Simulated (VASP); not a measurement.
# Pd in VASP: a series of runs

Runs on Pd. Level: LDA. Tasks: single point.

Everything below comes from runs of VASP 6.6.1. Logs are shortened: lines on timing, memory, paths and dates and some standing lists are left out, and cuts for length are marked.

## 1. The cell of the first run

The cell holds a slab with vacuum, 5 atoms: a = 2.715 Å, b = 2.715 Å, c = 18.593 Å, α = 90.00°, β = 90.00°, γ = 90.00°.

## 2. Single point, LDA

INCAR

```
SYSTEM = Pd
PREC = Accurate ; ENCUT = 400
EDIFF = 1E-6 ; ISMEAR = -1
SIGMA = 0.05 ; LREAL = .FALSE.
LASPH = .TRUE. ; NELM = 120
ALGO = Normal ; ISIF = 2
LWAVE = .FALSE. ; LCHARG = .FALSE.
LDIPOL = .TRUE. ; IDIPOL = 3
DIPOL = 0.5 0.5 0.500 ; GGA = CA
NBANDS = 33 ; GGA_COMPAT = .FALSE.
NELMDL = -8
```

KPOINTS

```
Automatic mesh
0
G
  13 13 1
  0 0 0
```

POSCAR

```
Pd
1.0
    2.7154616614      0.0000000000      0.0000000000
    0.0000000000      2.7154616614      0.0000000000
    0.0000000000      0.0000000000     18.5928000000
Pd
5
Direct
    0.0000000000      0.0000000000      0.2958126485
    0.5000000000      0.5000000000      0.3972045724
    0.0000000000      0.0000000000      0.4999999997
    0.5000000000      0.5000000000      0.6027954262
    0.0000000000      0.0000000000      0.7041873515
```

Potentials or basis: VASP PAW LDA potentials, release 64 (Pd).

Run with:

```bash
$ cat potpaw_LDA.64/Pd/POTCAR > POTCAR
$ mpirun -np 1 vasp_std > vasp.out
```

OUTCAR:

```text
SYSTEM = Pd
   PREC = Accurate
   ENCUT = 400
   EDIFF = 1E-6
   ISMEAR = -1
   LREAL = .FALSE.
   LASPH = .TRUE.
   NELM = 120
   ISIF = 2
   GGA = CA
   NELMDL = -8

 ion  position               nearest neighbor table
   1  0.000  0.000  0.296-   2 2.69   2 2.69   2 2.69   2 2.69
   2  0.500  0.500  0.397-   1 2.69   1 2.69   1 2.69   1 2.69   3 2.71   3 2.71   3 2.71   3 2.71

   3  0.000  0.000  0.500-   4 2.71   4 2.71   4 2.71   4 2.71   2 2.71   2 2.71   2 2.71   2 2.71

   4  0.500  0.500  0.603-   5 2.69   5 2.69   5 2.69   5 2.69   3 2.71   3 2.71   3 2.71   3 2.71

   5  0.000  0.000  0.704-   4 2.69   4 2.69   4 2.69   4 2.69

  LATTYP: Found a simple tetragonal cell.
 ALAT       =     2.7154616614
 C/A-ratio  =     6.8470125225

  Lattice vectors:

 A1 = (   2.7154616614,   0.0000000000,   0.0000000000)
 A2 = (   0.0000000000,   2.7154616614,   0.0000000000)
 A3 = (   0.0000000000,   0.0000000000,  18.5928000000)

Analysis of symmetry for initial positions (statically):
=====================================================================
 Subroutine PRICEL returns:
 Original cell was already a primitive cell.

 Routine SETGRP: Setting up the symmetry group for a
 simple tetragonal supercell.

 Subroutine GETGRP returns: Found 16 space group operations
 (whereof 16 operations were pure point group operations)
 out of a pool of 16 trial point group operations.

The static configuration has the point symmetry D_4h.

Analysis of symmetry for dynamics (positions and initial velocities):
=====================================================================
 Subroutine PRICEL returns:
 Original cell was already a primitive cell.

 Routine SETGRP: Setting up the symmetry group for a
 simple tetragonal supercell.

 Subroutine GETGRP returns: Found 16 space group operations
 (whereof 16 operations were pure point group operations)
 out of a pool of 16 trial point group operations.

The dynamic configuration has the point symmetry D_4h.

 Subroutine INISYM returns: Found 16 space group operations
 (whereof 16 operations are pure point group operations),
 and found     1 'primitive' translations

----------------------------------------------------------------------------------------

                                     Primitive cell

  volume of cell :     137.0983

  direct lattice vectors                    reciprocal lattice vectors
[... 98 lines left out ...]
   NFREE  =      0    steps in history (QN), initial steepest desc. (CG)
   ISIF   =      2    stress and relaxation
   ISYM   =      2    0-nonsym 1-usesym 2-fastsym
   POTIM  = 0.5000    time-step for ionic-motion
   TEBEG  =    0.0;   TEEND  =   0.0 temperature during run
   PSTRESS=    0.0 pullay stress
   NELECT =      50.0000    total number of electrons
   NUPDOWN=      -1.0000    fix difference up-down
   EMIN   =  10.00;   EMAX   =-10.00  energy-range for DOS
   EFERMI =   0.00;   METHOD = LEGACY
   ISMEAR =    -1;   SIGMA  =   0.05  broadening in eV -4-tet -1-fermi 0-gaus
   EFERMI_NEDOS =   21; number of points for ismear=-14 and -15
   IALGO  =     38    algorithm
   IMIX   =      4    mixing-type and parameters
     AMIX     =   0.40;   BMIX     =  1.00
     AMIX_MAG =   1.60;   BMIX_MAG =  1.00
  volume/ion in A,a.u.               =      27.42       185.04
  Fermi-wavevector in a.u.,A,eV,Ry     =   1.169645  2.210309 18.613719  1.368070
  Thomas-Fermi vector in A             =   2.306115
   LORBIT       =      0    0 simple, 1 ext, 2 COOP (PROOUT), +10 PAW based schemes
   GGA     = CA    functional components
   LHFCALC =     F    Hartree Fock is set to
   AEXX    =    0.0000 exact exchange contribution
   IVDW    =     0    specifies the selected vdW correction
   LEPSILON=     F    determine dielectric tensor
   LRPA    =     F    only Hartree local field effects (RPA)
 non-spin polarized calculation
  energy-cutoff  :      400.00
  volume of cell :      137.10
 maximum number of plane-waves:      2524
 NGX is ok and might be reduce to    18
   NGX =  9   NGY =  9   NGZ = 61

 number of electron      49.9999969 magnetization

 dipolmoment           0.000000      0.000000      0.000000 electrons x Angstroem

 Free energy of the ion-electron system (eV)
  ---------------------------------------------------
  ext. energy  EPLUGINS =         0.00000000
  ---------------------------------------------------
  free energy    TOTEN  =       -30.56802911 eV

  energy without entropy =      -30.48567513  energy(sigma->0) =      -30.52685212

 E-fermi :   2.6787     XC(G=0):  -8.1137

 val. band max:        2.6713402262   @ k =   0.3846   0.3846   0.0000
 cond. band min:       2.6847952152   @ k =   0.3846   0.2308   0.0000
 fundamental gap:      0.0134549891
 Fermi energy:         2.6787373651

 k-point     1 :       0.0000    0.0000    0.0000
  band No.  band energies     occupation
      1      -4.5060      2.00000
      2      -3.3709      2.00000
      3      -2.9689      2.00000
      4      -2.7004      2.00000
      5      -2.2757      2.00000
      6      -2.1836      2.00000
[... 853 lines left out ...]
     32      10.4888      0.00000
     33      12.1956      0.00000

 [... further k-points ...]

------------------------ aborting loop because EDIFF is reached ----------------------------------------

 vacuum level on the upper side and lower side of the slab       (xc-potential included)        -0.314        -0.314

  FORCE on cell =-STRESS in cart. coord.  units (eV):
  Direction    XX          YY          ZZ          XY          YZ          ZX
  --------------------------------------------------------------------------------------
  -------------------------------------------------------------------------------------
  Total       -2.5645744     -2.5645744     -0.1234398      0.0000000      0.0000000     -0.0000000
  in kB      -29.9704821    -29.9704821     -1.4425590      0.0000000      0.0000000     -0.0000000
  external PRESSURE =     -20.4611744 kB  Pullay stress =       0.0000000 kB

 VOLUME and BASIS-vectors are now :
 -----------------------------------------------------------------------------
  energy-cutoff  :      400.00
  volume of cell :      137.10
      direct lattice vectors                 reciprocal lattice vectors
     2.715461661  0.000000000  0.000000000     0.368261506  0.000000000  0.000000000
     0.000000000  2.715461661  0.000000000     0.000000000  0.368261506  0.000000000
     0.000000000  0.000000000 18.592800000     0.000000000  0.000000000  0.053784261

 POSITION                                       TOTAL-FORCE (eV/Angst)
 -----------------------------------------------------------------------------------
      0.00000      0.00000      5.49999        -0.000000     -0.000000     -0.015805
      1.35773      1.35773      7.38515        -0.000000     -0.000000      0.000538
      0.00000      0.00000      9.29640         0.000000     -0.000000      0.000000
      1.35773      1.35773     11.20765         0.000000     -0.000000     -0.000538
      0.00000      0.00000     13.09281        -0.000000      0.000000      0.015805
 -----------------------------------------------------------------------------------
    total drift:                                0.000000      0.000000      0.000030

  FREE ENERGIE OF THE ION-ELECTRON SYSTEM (eV)
  ---------------------------------------------------
  free  energy   TOTEN  =       -30.5680291070 eV

  energy  without entropy=      -30.4856751334  energy(sigma->0) =      -30.52685212

 vacuum level on the upper side and lower side of the slab         7.894         7.894
```

OSZICAR:

```text
N       E                     dE             d eps       ncg     rms          rms(c)
DAV:   1     0.279655551675E+03    0.27966E+03   -0.21191E+04  1848   0.112E+03
DAV:   2    -0.231580677514E+02   -0.30281E+03   -0.28305E+03  2084   0.275E+02
DAV:   3    -0.320034849755E+02   -0.88454E+01   -0.85963E+01  2114   0.494E+01
[... 17 lines left out ...]
DAV:  21    -0.305679278738E+02   -0.10135E-03   -0.86316E-06  1776   0.211E-02    0.154E-02
DAV:  22    -0.305679969954E+02   -0.69122E-04   -0.66115E-06  1595   0.172E-02    0.341E-03
DAV:  23    -0.305680259040E+02   -0.28909E-04   -0.32990E-06  1380   0.114E-02    0.523E-03
DAV:  24    -0.305680285131E+02   -0.26091E-05   -0.49165E-07  1302   0.694E-03    0.200E-03
DAV:  25    -0.305680291070E+02   -0.59391E-06   -0.93388E-08  1264   0.166E-03
   1 F= -.30568029E+02 E0= -.30526852E+02  d E =-.823540E-01
```

It took 81 s on 1 thread of Intel Xeon 6975P-C (Granite Rapids), shared host; peak memory 0.2 GiB.

Results:

```
Free energy            : -30.5680 eV
Largest force          : 0.016 eV/Å
Band gap on the k mesh : zero (band 25 reaches 3.26 eV, above the bottom of band 26 at 2.24 eV)
```

Forces in eV/Å, atoms in the order of the input:
```
Pd   0.000  0.000 -0.016
Pd   0.000  0.000  0.001
Pd   0.000  0.000  0.000
Pd   0.000  0.000 -0.001
Pd   0.000  0.000  0.016
```

Levels at points of the mesh, in eV from the Fermi level:
```csv
k point,band 21,band 22,band 23,band 24,band 25,band 26,band 27,band 28,band 29,band 30
"(0.00, 0.00, 0.00)",-0.90,-0.50,-0.42,-0.35,-0.35,-0.08,0.02,0.18,0.18,1.49
```

## 3. Single point, LDA

This run uses another cell than the first one, of 34.92 Å³/atom, 1.274 times its volume.

INCAR is that of step 2.

KPOINTS is that of step 2.

POSCAR

```
Pd
1.0
    2.7154616614      0.0000000000      0.0000000000
    0.0000000000      2.7154616614      0.0000000000
    0.0000000000      0.0000000000     23.6805000000
Pd
5
Direct
    0.0000000000      0.0000000000      0.3378310126
    0.5000000000      0.5000000000      0.4189155061
    0.0000000000      0.0000000000      0.5000000000
    0.5000000000      0.5000000000      0.5810844939
    0.0000000000      0.0000000000      0.6621689874
```

Potentials or basis: VASP PAW LDA potentials, release 64 (Pd).

Run with:

```bash
$ cat potpaw_LDA.64/Pd/POTCAR > POTCAR
$ mpirun -np 1 vasp_std > vasp.out
```

It took 2.2 min on 1 thread of Intel Xeon 6975P-C (Granite Rapids), shared host; peak memory 0.22 GiB.

It converged, with:

| Item | Value |
| --- | --- |
| Free energy | -30.5633 eV |
| Largest force | 0.196 eV/Å |
| Band gap on the k mesh | zero (band 25 reaches 1.52 eV, above the bottom of band 26 at 0.47 eV) |

Forces in eV/Å, atoms in the order of the input:
```
Pd   0.000  0.000  0.196
Pd   0.000  0.000 -0.148
Pd   0.000  0.000  0.000
Pd   0.000  0.000  0.148
Pd   0.000  0.000 -0.196
```

Levels at points of the mesh, in eV from the Fermi level:
```tsv
k point	band 22	band 23	band 24	band 25	band 26	band 27	band 28	band 29
(0.00, 0.00, 0.00)	-0.45	-0.44	-0.34	-0.34	-0.07	0.03	0.17	0.17
```
